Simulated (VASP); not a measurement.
# As5S (F-43m) in VASP: notebook

As5S is run at these levels: PBE; tasks: single point, relaxation of cell and atoms.

All numbers are computed with VASP 6.6.1; they aren't measurements. Logs are shortened: lines on timing, memory, paths and dates and some standing lists are left out, and cuts for length are marked.

## 1. The cell of the first run

It takes space group F-43m (No. 216, cubic). The conventional cell has a = 7.838 Å, b = 7.838 Å, c = 7.838 Å, α = 90.00°, β = 90.00°, γ = 90.00°. As (site symmetry -43m) has 12 As at 3.27 Å and 4 S at 3.39 Å within 4.3 Å. As (site symmetry 3m) has 9 As at 2.62 to 3.27 Å and 3 S at 3.24 Å within 3.5 Å. Within 4.3 Å of S (site symmetry -43m) lie 16 As at 3.24 to 3.39 Å.

## 2. Single point, PBE

Input file INCAR:

```
PREC = Accurate
ENCUT = 520
EDIFF = 1E-6
ISMEAR = 0
SIGMA = 0.1
LREAL = False
LASPH = True
NELM = 100
ALGO = Normal
ISIF = 2
LWAVE = False
LCHARG = True
GGA = PE
LELF = True
LVHAR = True
NBANDS = 24
```

Input file KPOINTS:

```
Automatic mesh
0
Gamma
  8 8 8
```

Input file POSCAR:

```
As5S
1.0
    0.0000000000      3.9191557560      3.9191557560
    3.9191557560      0.0000000000      3.9191557560
    3.9191557560      3.9191557560      0.0000000000
As S
5 1
Direct
    0.7500000000      0.7500000000      0.7500000000
    0.3683664046      0.3683664046      0.8949007863
    0.3683664046      0.8949007863      0.3683664046
    0.3683664046      0.3683664046      0.3683664046
    0.8949007863      0.3683664046      0.3683664046
    0.0000000000      0.0000000000      0.0000000000
```

Potentials or basis: VASP PAW PBE potentials, release 64 (As, S).

The run is started by

```sh
cat potpaw_PBE.64/As/POTCAR potpaw_PBE.64/S/POTCAR > POTCAR
mpirun -np 1 vasp_std > vasp.out
```

OUTCAR:

```text
PREC = Accurate
   ENCUT = 520
   EDIFF = 1E-6
   ISMEAR = 0
   LREAL = False
   LASPH = True
   NELM = 100
   ISIF = 2
   GGA = PE

 ion  position               nearest neighbor table
   1  0.750  0.750  0.750-
   2  0.368  0.368  0.895-   3 2.62   4 2.62   5 2.62   3 2.92   5 2.92   4 2.92
   3  0.368  0.895  0.368-   2 2.62   4 2.62   5 2.62   5 2.92   2 2.92   4 2.92
   4  0.368  0.368  0.368-   2 2.62   3 2.62   5 2.62   5 2.92   3 2.92   2 2.92
   5  0.895  0.368  0.368-   2 2.62   3 2.62   4 2.62   3 2.92   2 2.92   4 2.92
   6  0.000  0.000  0.000-

  LATTYP: Found a face centered cubic cell.
 ALAT       =     7.8383115120

  Lattice vectors:

 A1 = (   0.0000000000,   3.9191557560,   3.9191557560)
 A2 = (   3.9191557560,   0.0000000000,   3.9191557560)
 A3 = (   3.9191557560,   3.9191557560,   0.0000000000)

Analysis of symmetry for initial positions (statically):
=====================================================================
 Subroutine PRICEL returns:
 Original cell was already a primitive cell.

 Routine SETGRP: Setting up the symmetry group for a
 face centered cubic supercell.

 Subroutine GETGRP returns: Found 24 space group operations
 (whereof 24 operations were pure point group operations)
 out of a pool of 48 trial point group operations.

The static configuration has the point symmetry T_d .

Analysis of symmetry for dynamics (positions and initial velocities):
=====================================================================
 Subroutine PRICEL returns:
 Original cell was already a primitive cell.

 Routine SETGRP: Setting up the symmetry group for a
 face centered cubic supercell.

 Subroutine GETGRP returns: Found 24 space group operations
 (whereof 24 operations were pure point group operations)
 out of a pool of 48 trial point group operations.

The dynamic configuration has the point symmetry T_d .

 Subroutine INISYM returns: Found 24 space group operations
 (whereof 24 operations are pure point group operations),
 and found     1 'primitive' translations

----------------------------------------------------------------------------------------

                                     Primitive cell

  volume of cell :     120.3948

  direct lattice vectors                    reciprocal lattice vectors
     0.000000000  3.919155756  3.919155756    -0.127578497  0.127578497  0.127578497
[... 97 lines left out ...]
   NSW    =      0    number of steps for IOM
   IBRION =     -1    ionic relax: 0-MD 1-quasi-New 2-CG
   NFREE  =      0    steps in history (QN), initial steepest desc. (CG)
   ISIF   =      2    stress and relaxation
   ISYM   =      2    0-nonsym 1-usesym 2-fastsym
   POTIM  = 0.5000    time-step for ionic-motion
   TEBEG  =    0.0;   TEEND  =   0.0 temperature during run
   PSTRESS=    0.0 pullay stress
   NELECT =      31.0000    total number of electrons
   NUPDOWN=      -1.0000    fix difference up-down
   EMIN   =  10.00;   EMAX   =-10.00  energy-range for DOS
   EFERMI =   0.00;   METHOD = LEGACY
   ISMEAR =     0;   SIGMA  =   0.10  broadening in eV -4-tet -1-fermi 0-gaus
   EFERMI_NEDOS =   21; number of points for ismear=-14 and -15
   IALGO  =     38    algorithm
   IMIX   =      4    mixing-type and parameters
     AMIX     =   0.40;   BMIX     =  1.00
     AMIX_MAG =   1.60;   BMIX_MAG =  1.00
  volume/ion in A,a.u.               =      20.07       135.41
  Fermi-wavevector in a.u.,A,eV,Ry     =   1.041501  1.968151 14.758560  1.084724
  Thomas-Fermi vector in A             =   2.176124
   LORBIT       =      0    0 simple, 1 ext, 2 COOP (PROOUT), +10 PAW based schemes
   GGA     = PE    functional components
   LHFCALC =     F    Hartree Fock is set to
   AEXX    =    0.0000 exact exchange contribution
   IVDW    =     0    specifies the selected vdW correction
   LEPSILON=     F    determine dielectric tensor
   LRPA    =     F    only Hartree local field effects (RPA)
 non-spin polarized calculation
 Gauss-broadening in eV      SIGMA  =   0.10
  energy-cutoff  :      520.00
  volume of cell :      120.39
 maximum number of plane-waves:      3287
 NGX is ok and might be reduce to    42
   NGX = 21   NGY = 21   NGZ = 21

 number of electron      31.0000005 magnetization

 Free energy of the ion-electron system (eV)
  ---------------------------------------------------
  ext. energy  EPLUGINS =         0.00000000
  ---------------------------------------------------
  free energy    TOTEN  =       -23.28308677 eV

  energy without entropy =      -23.25309964  energy(sigma->0) =      -23.26809320

 E-fermi :   5.6167     XC(G=0): -10.4033

 val. band max:        5.6015585810   @ k =   0.3750   0.1250   0.0000
 cond. band min:       5.6179608759   @ k =  -0.3750   0.5000   0.1250
 fundamental gap:      0.0164022949
 Fermi energy:         5.6167480310

 k-point     1 :       0.0000    0.0000    0.0000
  band No.  band energies     occupation
      1      -9.4839      2.00000
      2      -5.6802      2.00000
      3      -4.3734      2.00000
      4      -3.6840      2.00000
      5      -3.6840      2.00000
      6      -3.6840      2.00000
[... 637 lines left out ...]
     23       9.6516      0.00000
     24      10.1562      0.00000

 [... further k-points ...]

------------------------ aborting loop because EDIFF is reached ----------------------------------------

  FORCE on cell =-STRESS in cart. coord.  units (eV):
  Direction    XX          YY          ZZ          XY          YZ          ZX
  --------------------------------------------------------------------------------------
  -------------------------------------------------------------------------------------
  Total        0.1092078      0.1092078      0.1092078     -0.0000000     -0.0000000      0.0000000
  in kB        1.4533044      1.4533044      1.4533044     -0.0000000     -0.0000000      0.0000000
  external PRESSURE =       1.4533044 kB  Pullay stress =       0.0000000 kB

 VOLUME and BASIS-vectors are now :
 -----------------------------------------------------------------------------
  energy-cutoff  :      520.00
  volume of cell :      120.39
      direct lattice vectors                 reciprocal lattice vectors
     0.000000000  3.919155756  3.919155756    -0.127578497  0.127578497  0.127578497
     3.919155756  0.000000000  3.919155756     0.127578497 -0.127578497  0.127578497
     3.919155756  3.919155756  0.000000000     0.127578497  0.127578497 -0.127578497

 POSITION                                       TOTAL-FORCE (eV/Angst)
 -----------------------------------------------------------------------------------
      5.87873      5.87873      5.87873         0.000000      0.000000      0.000000
      4.95094      4.95094      2.88737        -0.019049     -0.019049      0.019049
      4.95094      2.88737      4.95094        -0.019049      0.019049     -0.019049
      2.88737      2.88737      2.88737         0.019049      0.019049      0.019049
      2.88737      4.95094      4.95094         0.019049     -0.019049     -0.019049
      0.00000      0.00000      0.00000         0.000000      0.000000      0.000000
 -----------------------------------------------------------------------------------
    total drift:                               -0.000000     -0.000000     -0.000000

  FREE ENERGIE OF THE ION-ELECTRON SYSTEM (eV)
  ---------------------------------------------------
  free  energy   TOTEN  =       -23.2830867668 eV

  energy  without entropy=      -23.2530996396  energy(sigma->0) =      -23.26809320
```

OSZICAR:

```text
N       E                     dE             d eps       ncg     rms          rms(c)
DAV:   1     0.114060638816E+03    0.11406E+03   -0.12123E+04  1392   0.107E+03
DAV:   2    -0.154208144775E+02   -0.12948E+03   -0.12070E+03  1816   0.167E+02
DAV:   3    -0.237325294469E+02   -0.83117E+01   -0.80333E+01  1800   0.425E+01
DAV:   4    -0.238304660909E+02   -0.97937E-01   -0.97793E-01  1584   0.519E+00
DAV:   5    -0.238315289147E+02   -0.10628E-02   -0.10628E-02  1768   0.538E-01    0.681E+00
DAV:   6    -0.234972589992E+02    0.33427E+00   -0.36208E+00  1856   0.771E+00    0.481E+00
DAV:   7    -0.232871932172E+02    0.21007E+00   -0.77287E-01  1728   0.398E+00    0.279E+00
DAV:   8    -0.232825296124E+02    0.46636E-02   -0.10986E-01  1448   0.168E+00    0.392E-01
DAV:   9    -0.232829992449E+02   -0.46963E-03   -0.50969E-03  1624   0.327E-01    0.220E-01
DAV:  10    -0.232830785346E+02   -0.79290E-04   -0.25103E-04  1592   0.940E-02    0.604E-02
DAV:  11    -0.232830848600E+02   -0.63254E-05   -0.77090E-05  1584   0.482E-02    0.222E-02
DAV:  12    -0.232830866330E+02   -0.17729E-05   -0.11246E-05  1480   0.181E-02    0.847E-03
DAV:  13    -0.232830867668E+02   -0.13382E-06   -0.88470E-07   784   0.601E-03
   1 F= -.23283087E+02 E0= -.23268093E+02  d E =-.299871E-01
```

stdout:

```text
POSCAR found type information on POSCAR AsS
 POSCAR found :  2 types and       6 ions
 scaLAPACK will be used
 LDA part: xc-table for (Slater+PW92), standard interpolation
 POSCAR, INCAR and KPOINTS ok, starting setup
 FFT: planning ... GRIDC
 FFT: planning ... GRID_SOFT
 FFT: planning ... GRID
 WAVECAR not read
 entering main loop
```

Run time: 51 s. Hardware: 1 thread of Intel Xeon Platinum 8559C (Emerald Rapids), shared host; peak memory 0.27 GiB.

What came out:

- Free energy: -23.2831 eV
- Pressure: 0.1 GPa
- Largest force: 0.033 eV/Å

Forces on the atoms (eV/Å):
```
As   0.000  0.000  0.000
As  -0.019 -0.019  0.019
As  -0.019  0.019 -0.019
As   0.019  0.019  0.019
As   0.019 -0.019 -0.019
S    0.000  0.000  0.000
```

## 3. Single point, PBE

Input file INCAR:

```
SYSTEM = As5S
  PREC = Accurate
  ENCUT = 520
  EDIFF = 1E-6
  ISMEAR = 0
  SIGMA = 0.1
  LREAL = .False.
  LASPH = .True.
  NELM = 80
  ALGO = Normal
  ISIF = 2
  LWAVE = .False.
  LCHARG = .False.
  GGA = PE
  NBANDS = 24
```

Input file KPOINTS:

```
regular mesh
0
Gamma
  8 8 8
  0 0 0
```

POSCAR is that of step 2.

Potentials or basis: VASP PAW PBE potentials, release 64 (As, S).

The run is started by

```sh
cat potpaw_PBE.64/As/POTCAR potpaw_PBE.64/S/POTCAR > POTCAR
mpirun -np 1 vasp_std > vasp.out
```

Run time: 47 s. Hardware: 1 thread of Intel Xeon Platinum 8559C (Emerald Rapids), shared host; peak memory 0.27 GiB.

Results (log left out):

* Free energy: -23.2831 eV
* Pressure: 0.1 GPa
* Largest force: 0.033 eV/Å

Forces on the atoms (eV/Å):
```
As   0.000  0.000  0.000
As  -0.019 -0.019  0.019
As  -0.019  0.019 -0.019
As   0.019  0.019  0.019
As   0.019 -0.019 -0.019
S    0.000  0.000  0.000
```

Levels at points of the mesh, in eV from the Fermi level:
```csv
k point,band 13,band 14,band 15,band 16,band 17,band 18
"(0.00, 0.00, 0.00)",-2.66,-2.66,-2.66,1.21,1.21,1.21
"(0.50, 0.00, 0.00)",-1.48,-1.48,-0.59,-0.17,1.02,1.02
"(0.50, 0.50, 0.00)",-1.22,-1.05,-0.83,-0.46,-0.09,-0.09
```

(Continued in part 2 of 2.)
